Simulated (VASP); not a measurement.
# HfB (Fm-3m) in VASP: a series of runs

Aim: see how the results for HfB move with the level of theory and the settings. Levels: HSE06, B3LYP, PBE, PBEsol, LDA. Tasks: single point.

Everything below comes from runs of VASP 6.6.1. Logs are shortened: lines on timing, memory, paths and dates and some standing lists are left out, and cuts for length are marked.

### 1 The cell of the first run

Symmetry: Fm-3m, No. 225, cubic system. Conventional cell: a = 4.831 Å, b = 4.831 Å, c = 4.831 Å, α = 90.00°, β = 90.00°, γ = 90.00°. Hf (site symmetry m-3m) has 6 B at 2.42 Å within 3.2 Å. Within 3.2 Å of B (site symmetry m-3m) lie 6 Hf at 2.42 Å.

### 2 Single point, HSE06

Contents of POSCAR:

```
HfB
1.0
    0.0000000000      2.4156530403      2.4156530403
    2.4156530403      0.0000000000      2.4156530403
    2.4156530403      2.4156530403      0.0000000000
Hf B
1 1
Direct
    0.5000000000      0.5000000000      0.5000000000
    0.0000000000      0.0000000000      0.0000000000
```

Contents of INCAR.step1:

```
SYSTEM = HfB
PREC = Accurate
ENCUT = 520
EDIFF = 1E-5
ISMEAR = -1
SIGMA = 0.05
LREAL = .False.
LASPH = .True.
NELM = 100
ALGO = Normal
ISIF = 2
LWAVE = .True.
LCHARG = .False.
GGA = PE
NBANDS = 14
```

Contents of INCAR.step2:

```
SYSTEM = HfB
PREC = Accurate
ENCUT = 520
EDIFF = 1E-6
ISMEAR = -1
SIGMA = 0.05
LREAL = .False.
LASPH = .True.
NELM = 100
ALGO = Normal
ISIF = 2
LWAVE = .False.
LCHARG = .False.
GGA = PE
LHFCALC = .True.
HFSCREEN = 0.2079
PRECFOCK = Normal
ISTART = 1
NBANDS = 14
```

Contents of KPOINTS:

```
regular mesh
0
Gamma
  5 5 5
  0 0 0
```

Potentials or basis: VASP PAW PBE potentials, release 64 (Hf_pv, B).

Command:

```bash
cat potpaw_PBE.64/Hf_pv/POTCAR potpaw_PBE.64/B/POTCAR > POTCAR
cp INCAR.step1 INCAR
mpirun -np 1 vasp_std > vasp.out
cp INCAR.step2 INCAR
mpirun -np 1 vasp_std > vasp.out
```

OUTCAR:

```text
SYSTEM = HfB
   PREC = Accurate
   ENCUT = 520
   EDIFF = 1E-6
   ISMEAR = -1
   LREAL = .False.
   LASPH = .True.
   NELM = 100
   ISIF = 2
   GGA = PE
   LHFCALC = .True.
   HFSCREEN = 0.2079
   PRECFOCK = Normal
   ISTART = 1

 ion  position               nearest neighbor table
   1  0.500  0.500  0.500-   2 2.42   2 2.42   2 2.42   2 2.42   2 2.42   2 2.42
   2  0.000  0.000  0.000-   1 2.42   1 2.42   1 2.42   1 2.42   1 2.42   1 2.42

  LATTYP: Found a face centered cubic cell.
 ALAT       =     4.8313060806

  Lattice vectors:

 A1 = (   0.0000000000,   2.4156530403,   2.4156530403)
 A2 = (   2.4156530403,   0.0000000000,   2.4156530403)
 A3 = (   2.4156530403,   2.4156530403,   0.0000000000)

Analysis of symmetry for initial positions (statically):
=====================================================================
 Subroutine PRICEL returns:
 Original cell was already a primitive cell.

 Routine SETGRP: Setting up the symmetry group for a
 face centered cubic supercell.

 Subroutine GETGRP returns: Found 48 space group operations
 (whereof 48 operations were pure point group operations)
 out of a pool of 48 trial point group operations.

The static configuration has the point symmetry O_h .

Analysis of symmetry for dynamics (positions and initial velocities):
=====================================================================
 Subroutine PRICEL returns:
 Original cell was already a primitive cell.

 Routine SETGRP: Setting up the symmetry group for a
 face centered cubic supercell.

 Subroutine GETGRP returns: Found 48 space group operations
 (whereof 48 operations were pure point group operations)
 out of a pool of 48 trial point group operations.

The dynamic configuration has the point symmetry O_h .

 Subroutine INISYM returns: Found 48 space group operations
 (whereof 48 operations are pure point group operations),
 and found     1 'primitive' translations

----------------------------------------------------------------------------------------

                                     Primitive cell

  volume of cell :      28.1925

  direct lattice vectors                    reciprocal lattice vectors
     0.000000000  2.415653040  2.415653040    -0.206983367  0.206983367  0.206983367
     2.415653040  0.000000000  2.415653040     0.206983367 -0.206983367  0.206983367
     2.415653040  2.415653040  0.000000000     0.206983367  0.206983367 -0.206983367

  length of vectors
     3.416249292  3.416249292  3.416249292     0.358505708  0.358505708  0.358505708

  position of ions in fractional coordinates (direct lattice)
     0.500000000  0.500000000  0.500000000
     0.000000000  0.000000000  0.000000000

  ion indices of the primitive-cell ions
   primitive index   ion index
                 1           1
                 2           2

----------------------------------------------------------------------------------------

 KPOINTS: regular mesh

Automatic generation of k-mesh.
 Grid dimensions read from file:
 generate k-points for:    5    5    5

 Generating k-lattice:

  Cartesian coordinates                     Fractional coordinates (reciprocal lattice)
    -0.041396673  0.041396673  0.041396673     0.200000000  0.000000000  0.000000000
     0.041396673 -0.041396673  0.041396673     0.000000000  0.200000000  0.000000000
     0.041396673  0.041396673 -0.041396673     0.000000000  0.000000000  0.200000000

  Length of vectors
     0.071701142  0.071701142  0.071701142

  Shift w.r.t. Gamma in fractional coordinates (k-lattice)
     0.000000000  0.000000000  0.000000000

 Subroutine IBZKPT returns following result:
 ===========================================

 Found     10 irreducible k-points:

 Following reciprocal coordinates:
            Coordinates               Weight
  0.000000  0.000000  0.000000      1.000000
  0.200000  0.000000  0.000000      8.000000
  0.400000  0.000000  0.000000      8.000000
  0.200000  0.200000  0.000000      6.000000
  0.400000  0.200000  0.000000     24.000000
 -0.400000  0.200000  0.000000     24.000000
 -0.200000  0.200000  0.000000     12.000000
  0.400000  0.400000  0.000000      6.000000
 -0.400000  0.400000  0.000000     12.000000
 -0.400000  0.400000  0.200000     24.000000
   k-points           NKPTS =     10   k-points in BZ     NKDIM =    125   number of bands    NBANDS=     14
   number of dos      NEDOS =    301   number of ions     NIONS =      2
   total plane-waves  NPLWV =  21952
   dimension x,y,z NGX =    28 NGY =   28 NGZ =   28
   dimension x,y,z NGXF=    56 NGYF=   56 NGZF=   56
   ions per type =               1   1
   NGX,Y,Z   is equivalent  to a cutoff of  13.63, 13.63, 13.63 a.u.
   NGXF,Y,Z  is equivalent  to a cutoff of  27.25, 27.25, 27.25 a.u.
 SYSTEM =  HfB
   PREC   = accura    normal or accurate (medium, high low for compatibility)
   ISTART =      1    job   : 0-new  1-cont  2-samecut
   ICHARG =      0    charge: 1-file 2-atom 10-const
   ISPIN  =      1    spin polarized calculation?
   LNONCOLLINEAR =      F non collinear calculations
   LSORBIT =      F    spin-orbit coupling
   LASPH  =      T    aspherical Exc in radial PAW
   ENCUT  =  520.0 eV  38.22 Ry    6.18 a.u.   6.35  6.35  6.35*2*pi/ulx,y,z
   NELM   =    100;   NELMIN=  2; NELMDL=  0     # of ELM steps
   EDIFF  = 0.1E-05   stopping-criterion for ELM
   LREAL  =      F    real-space projection
   EDIFFG = 0.1E-04   stopping-criterion for IOM
   NSW    =      0    number of steps for IOM
   IBRION =     -1    ionic relax: 0-MD 1-quasi-New 2-CG
   NFREE  =      0    steps in history (QN), initial steepest desc. (CG)
   ISIF   =      2    stress and relaxation
   ISYM   =      3    0-nonsym 1-usesym 2-fastsym
   POTIM  = 0.5000    time-step for ionic-motion
   TEBEG  =    0.0;   TEEND  =   0.0 temperature during run
   PSTRESS=    0.0 pullay stress
   NELECT =      13.0000    total number of electrons
   NUPDOWN=      -1.0000    fix difference up-down
   EMIN   =  10.00;   EMAX   =-10.00  energy-range for DOS
   EFERMI =   0.00;   METHOD = LEGACY
   ISMEAR =    -1;   SIGMA  =   0.05  broadening in eV -4-tet -1-fermi 0-gaus
   EFERMI_NEDOS =   21; number of points for ismear=-14 and -15
   IALGO  =     38    algorithm
   IMIX   =      1    mixing-type and parameters
     AMIX     =   0.40;   BMIX     =  1.00
     AMIX_MAG =   1.60;   BMIX_MAG =  1.00
  volume/ion in A,a.u.               =      14.10        95.13
  Fermi-wavevector in a.u.,A,eV,Ry     =   1.264770  2.390068 21.764450  1.599642
  Thomas-Fermi vector in A             =   2.398057
   LORBIT       =      0    0 simple, 1 ext, 2 COOP (PROOUT), +10 PAW based schemes
   GGA     = PE    functional components
   LHFCALC =     T    Hartree Fock is set to
   PRECFOCK=normal    Normal, Fast or Accurate (Low or Medium for compatibility)
   ENCUT4O =  -1.0   cutoff for four orbital integrals eV
   NKREDX  =     1    reduce k-point grid by
   NKREDY  =     1    reduce k-point grid by
   NKREDZ  =     1    reduce k-point grid by
   AEXX    =    0.2500 exact exchange contribution
   HFSCREEN=    0.2079 screening length (either q_TF or 0.3 A-1)
   HFSCREENC=   0.2079 screening length for correlation (either q_TF or 0.3 A-1)
   ENCUTFOCK=  -1.0 apply spherical cutoff to Coloumb kernel
   IVDW    =     0    specifies the selected vdW correction
   LEPSILON=     F    determine dielectric tensor
   LRPA    =     F    only Hartree local field effects (RPA)
 non-spin polarized calculation
  energy-cutoff  :      520.00
  volume of cell :       28.19
 maximum number of plane-waves:       769
 NGX is ok and might be reduce to    28
  NGX = 20; NGY = 20; NGZ = 20

 number of electron      13.0000001 magnetization

 Free energy of the ion-electron system (eV)
  ---------------------------------------------------
  ext. energy  EPLUGINS =         0.00000000
  ---------------------------------------------------
  free energy    TOTEN  =       -19.56124330 eV

  energy without entropy =      -19.54804611  energy(sigma->0) =      -19.55464470

 E-fermi :   4.3351     XC(G=0):  -9.5867

 val. band max:        3.8744462133   @ k =   0.2000   0.0000   0.0000
 cond. band min:       4.3476651534   @ k =   0.4000   0.2000   0.0000
 fundamental gap:      0.4732189401
 Fermi energy:         4.3350701093

 k-point     1 :       0.0000    0.0000    0.0000
  band No.  band energies     occupation
      1     -27.0943      2.00000
      2     -27.0943      2.00000
      3     -27.0943      2.00000
      4      -6.4261      2.00000
      5       6.7269      0.00000
      6       6.7269      0.00000
      7       6.7269      0.00000
      8       8.2190      0.00000
      9       8.2190      0.00000
     10       8.2190      0.00000
     11       8.3803      0.00000
     12       8.3803      0.00000
     13      16.0374      0.00000
     14      16.1949      0.00000

 k-point     2 :       0.2000    0.0000    0.0000
  band No.  band energies     occupation
      1     -27.2768      2.00000
      2     -27.1107      2.00000
      3     -27.1107      2.00000
      4      -5.3834      2.00000
      5       3.8744      1.99980
      6       4.7858      0.00024
      7       4.7858      0.00024
      8       7.9179      0.00000
      9       7.9179      0.00000
     10       9.1439      0.00000
     11      12.5964      0.00000
     12      12.5965      0.00000
     13      17.2526      0.00000
     14      18.2840      0.00000
[... 105 lines left out ...]
      1     -27.5109      2.00000
      2     -27.3514      2.00000
      3     -27.2415      2.00000
      4      -2.8212      2.00000
      5       2.2273      2.00000
      6       2.2796      2.00000
      7       4.7626      0.00039
      8       6.8657      0.00000
      9      11.2962      0.00000
     10      12.0169      0.00000
     11      12.6587      0.00000
     12      13.3661      0.00000
     13      17.6058      0.00000
     14      19.3263      0.00000

 k-point    10 :      -0.4000    0.4000    0.2000
  band No.  band energies     occupation
      1     -27.4734      2.00000
      2     -27.3537      2.00000
      3     -27.2338      2.00000
      4      -2.4638      2.00000
      5       1.3198      2.00000
      6       2.5569      2.00000
      7       3.4744      2.00000
      8       8.7122      0.00000
      9      10.3912      0.00000
     10      12.0170      0.00000
     11      12.1424      0.00000
     12      15.2335      0.00000
     13      18.1225      0.00000
     14      19.5371      0.00000

------------------------ aborting loop because EDIFF is reached ----------------------------------------

  FORCE on cell =-STRESS in cart. coord.  units (eV):
  Direction    XX          YY          ZZ          XY          YZ          ZX
  --------------------------------------------------------------------------------------
  -------------------------------------------------------------------------------------
  Total       -0.2987094     -0.2987094     -0.2987094      0.0000000      0.0000000     -0.0000000
  in kB      -16.9756258    -16.9756258    -16.9756258      0.0000000      0.0000000     -0.0000000
  external PRESSURE =     -16.9756258 kB  Pullay stress =       0.0000000 kB

 VOLUME and BASIS-vectors are now :
 -----------------------------------------------------------------------------
  energy-cutoff  :      520.00
  volume of cell :       28.19
      direct lattice vectors                 reciprocal lattice vectors
     0.000000000  2.415653040  2.415653040    -0.206983367  0.206983367  0.206983367
     2.415653040  0.000000000  2.415653040     0.206983367 -0.206983367  0.206983367
     2.415653040  2.415653040  0.000000000     0.206983367  0.206983367 -0.206983367

 POSITION                                       TOTAL-FORCE (eV/Angst)
 -----------------------------------------------------------------------------------
      2.41565      2.41565      2.41565        -0.000000     -0.000000      0.000000
      0.00000      0.00000      0.00000         0.000000      0.000000     -0.000000
 -----------------------------------------------------------------------------------
    total drift:                                0.000003      0.000005      0.000002

  FREE ENERGIE OF THE ION-ELECTRON SYSTEM (eV)
  ---------------------------------------------------
  free  energy   TOTEN  =       -19.5612432993 eV

  energy  without entropy=      -19.5480461083  energy(sigma->0) =      -19.55464470
```

Wall time 5.6 min (1 thread of AMD EPYC 7R13 (Zen 3), shared host); peak memory 0.23 GiB.

What came out:

| Item | Value |
| --- | --- |
| Free energy | -19.5612 eV |
| Pressure | -1.7 GPa |

Levels at points of the mesh, in eV from the Fermi level:
| k point | band 3 | band 4 | band 5 | band 6 | band 7 | band 8 | band 9 | band 10 |
| --- | --- | --- | --- | --- | --- | --- | --- | --- |
| (0.00, 0.00, 0.00) | -31.43 | -10.76 | 2.39 | 2.39 | 2.39 | 3.88 | 3.88 | 3.88 |

Caveat: the k points lie up to 0.45 Å⁻¹ apart; the PAW data sets were made with another functional, which shifts forces and pressure a little; spin-orbit coupling is left out, which moves the levels of the heavy elements.

### 3 Single point, B3LYP

This run uses another cell than the first one, of 14.42 Å³/atom, 1.023 times its volume.

Contents of POSCAR:

```
HfB
1.0
    0.0000000000      2.4338489886      2.4338489886
    2.4338489886      0.0000000000      2.4338489886
    2.4338489886      2.4338489886      0.0000000000
Hf B
1 1
Direct
    0.5000000000      0.5000000000      0.5000000000
    0.0000000000      0.0000000000      0.0000000000
```

Contents of INCAR.step1:

```
SYSTEM = HfB
PREC = Accurate ; ENCUT = 520
EDIFF = 1E-5 ; ISMEAR = -1
SIGMA = 0.05 ; LREAL = .False.
LASPH = .True. ; NELM = 100
ALGO = Normal ; ISIF = 2
LWAVE = .True. ; NBANDS = 14
GGA = PE
```

Contents of INCAR.step2:

```
SYSTEM = HfB
PREC = Accurate ; ENCUT = 520
EDIFF = 1E-6 ; ISMEAR = -1
SIGMA = 0.05 ; LREAL = .False.
LASPH = .True. ; NELM = 100
ALGO = Normal ; ISIF = 2
LWAVE = .False. ; LCHARG = .True.
GGA = B3 ; LHFCALC = .True.
AEXX = 0.2 ; AGGAX = 0.72
AGGAC = 0.81 ; ALDAC = 0.19
PRECFOCK = Normal ; LELF = .True.
LVHAR = .True. ; NBANDS = 14
ISTART = 1
```

Contents of KPOINTS:

```
Automatic mesh
0
Gamma
  5 5 5
  0 0 0
```

Potentials or basis: VASP PAW PBE potentials, release 64 (Hf_pv, B).

Command:

```bash
cat potpaw_PBE.64/Hf_pv/POTCAR potpaw_PBE.64/B/POTCAR > POTCAR
cp INCAR.step1 INCAR
mpirun -np 1 vasp_std > vasp.out
cp INCAR.step2 INCAR
mpirun -np 1 vasp_std > vasp.out
```

OUTCAR:

```text
SYSTEM = HfB
   PREC = Accurate
   ENCUT = 520
   EDIFF = 1E-6
   ISMEAR = -1
   LREAL = .False.
   LASPH = .True.
   NELM = 100
   ISIF = 2
   GGA = B3
   LHFCALC = .True.
   AEXX = 0.2
   PRECFOCK = Normal
   ISTART = 1

 ion  position               nearest neighbor table
   1  0.500  0.500  0.500-   2 2.43   2 2.43   2 2.43   2 2.43   2 2.43   2 2.43
   2  0.000  0.000  0.000-   1 2.43   1 2.43   1 2.43   1 2.43   1 2.43   1 2.43

  LATTYP: Found a face centered cubic cell.
 ALAT       =     4.8676979772

  Lattice vectors:

 A1 = (   0.0000000000,   2.4338489886,   2.4338489886)
 A2 = (   2.4338489886,   0.0000000000,   2.4338489886)
 A3 = (   2.4338489886,   2.4338489886,   0.0000000000)

Analysis of symmetry for initial positions (statically):
=====================================================================
 Subroutine PRICEL returns:
 Original cell was already a primitive cell.

 Routine SETGRP: Setting up the symmetry group for a
 face centered cubic supercell.

 Subroutine GETGRP returns: Found 48 space group operations
 (whereof 48 operations were pure point group operations)
[... 170 lines left out ...]
      5       7.0513      0.00000
      6       7.0513      0.00000
      7       7.0514      0.00000
      8       8.4493      0.00000
      9       8.4493      0.00000
     10       8.4493      0.00000
     11       8.6004      0.00000
     12       8.6004      0.00000
     13      16.2093      0.00000
     14      16.6953      0.00000
[... 139 lines left out ...]
      1     -27.2807      2.00000
      2     -27.1746      2.00000
      3     -27.0678      2.00000
      4      -2.3870      2.00000
      5       1.3956      2.00000
      6       2.6226      2.00000
      7       3.3982      2.00000
      8       8.9505      0.00000
      9      10.5107      0.00000
     10      11.9736      0.00000
     11      12.1919      0.00000
     12      15.1398      0.00000
     13      18.2153      0.00000
     14      19.3185      0.00000

------------------------ aborting loop because EDIFF is reached ----------------------------------------

  FORCE on cell =-STRESS in cart. coord.  units (eV):
  Direction    XX          YY          ZZ          XY          YZ          ZX
  --------------------------------------------------------------------------------------
  -------------------------------------------------------------------------------------
  Total       -0.1632108     -0.1632108     -0.1632108     -0.0000000      0.0000000      0.0000000
  in kB       -9.0687748     -9.0687748     -9.0687748     -0.0000000      0.0000000      0.0000000
  external PRESSURE =      -9.0687748 kB  Pullay stress =       0.0000000 kB

 VOLUME and BASIS-vectors are now :
 -----------------------------------------------------------------------------
  energy-cutoff  :      520.00
  volume of cell :       28.83
      direct lattice vectors                 reciprocal lattice vectors
     0.000000000  2.433848989  2.433848989    -0.205435917  0.205435917  0.205435917
     2.433848989  0.000000000  2.433848989     0.205435917 -0.205435917  0.205435917
     2.433848989  2.433848989  0.000000000     0.205435917  0.205435917 -0.205435917

 POSITION                                       TOTAL-FORCE (eV/Angst)
 -----------------------------------------------------------------------------------
      2.43385      2.43385      2.43385        -0.000000     -0.000000     -0.000000
      0.00000      0.00000      0.00000         0.000000      0.000000      0.000000
 -----------------------------------------------------------------------------------
    total drift:                                0.000000     -0.000000     -0.000000

  FREE ENERGIE OF THE ION-ELECTRON SYSTEM (eV)
  ---------------------------------------------------
  free  energy   TOTEN  =       -18.5544298732 eV

  energy  without entropy=      -18.5412705703  energy(sigma->0) =      -18.54785022
```

OSZICAR.step1:

```text
N       E                     dE             d eps       ncg     rms          rms(c)
DAV:   1     0.201902271782E+02    0.20190E+02   -0.69836E+03   280   0.852E+02
DAV:   2    -0.182858727719E+02   -0.38476E+02   -0.36386E+02   352   0.188E+02
DAV:   3    -0.192506047871E+02   -0.96473E+00   -0.96231E+00   358   0.204E+01
DAV:   4    -0.192548678948E+02   -0.42631E-02   -0.42629E-02   304   0.168E+00
DAV:   5    -0.192548970194E+02   -0.29125E-04   -0.29124E-04   358   0.123E-01    0.524E+01
DAV:   6    -0.175364914796E+02    0.17184E+01   -0.27816E+00   316   0.103E+01    0.339E+01
DAV:   7    -0.175102738188E+02    0.26218E-01   -0.62325E-01   334   0.502E+00    0.114E+01
DAV:   8    -0.174916970241E+02    0.18577E-01   -0.51669E-02   330   0.138E+00    0.131E+00
DAV:   9    -0.174915316219E+02    0.16540E-03   -0.32185E-03   352   0.391E-01    0.336E-01
DAV:  10    -0.174915470363E+02   -0.15414E-04   -0.10047E-04   334   0.699E-02    0.467E-02
DAV:  11    -0.174915461585E+02    0.87782E-06   -0.30028E-06   218   0.114E-02
   1 F= -.17491546E+02 E0= -.17484897E+02  d E =-.132974E-01
```

It took 6.5 min on 1 thread of AMD EPYC 7R13 (Zen 3), shared host; peak memory 0.14 GiB.

What came out:

```
Free energy : -18.5544 eV
Pressure    : -0.9 GPa
```

Levels at points of the mesh, in eV from the Fermi level:
```
           k point  band 3  band 4  band 5  band 6  band 7  band 8  band 9  band 10
(0.00, 0.00, 0.00)  -31.43  -10.58    2.57    2.57    2.57    3.96    3.96     3.96
```

Caveat: the k points lie up to 0.45 Å⁻¹ apart; the PAW data sets were made with another functional, which shifts forces and pressure a little; spin-orbit coupling is left out, which moves the levels of the heavy elements.

[end of part 1 of 2]
